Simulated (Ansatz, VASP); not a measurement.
# BN in VASP and in Ansatz

```
B N
1.0
     2.47691    0.00000    0.00000
    -1.23845    2.14507    0.00000
     0.00000    0.00000    5.75586
B N
2 2
Cartesian
  0.0000 1.4300 1.4390
  1.2385 0.7150 4.3169
  0.0000 1.4300 4.3169
  1.2385 0.7150 1.4390
```

Alike in both runs: task single point; functional LDA; k mesh 10 × 10 × 4; no spin polarisation.

```csv
,VASP,Ansatz
version,VASP 6.6.1,Ansatz 0.2.0
potentials or method,"VASP PAW LDA potentials, release 64 (B, N), cutoff 600 eV","all-electron LAPW, scalar-relativistic"
occupations,"gaussian, width 0.01 eV",fixed
```

```tsv
	VASP	Ansatz	Ansatz less VASP
gap on the k mesh at the Fermi level (eV)	3.96	3.97	+0.010
pressure (GPa)	7.3	7.1	-0.19
traceless stress, the component that is largest in VASP (GPa)	-0.64	-0.18	+0.455
```

LDA's correlation is that of Perdew and Zunger in VASP and of Perdew and Wang (1992) in Ansatz. Ansatz ran all-electron here, and VASP with PAW potentials.
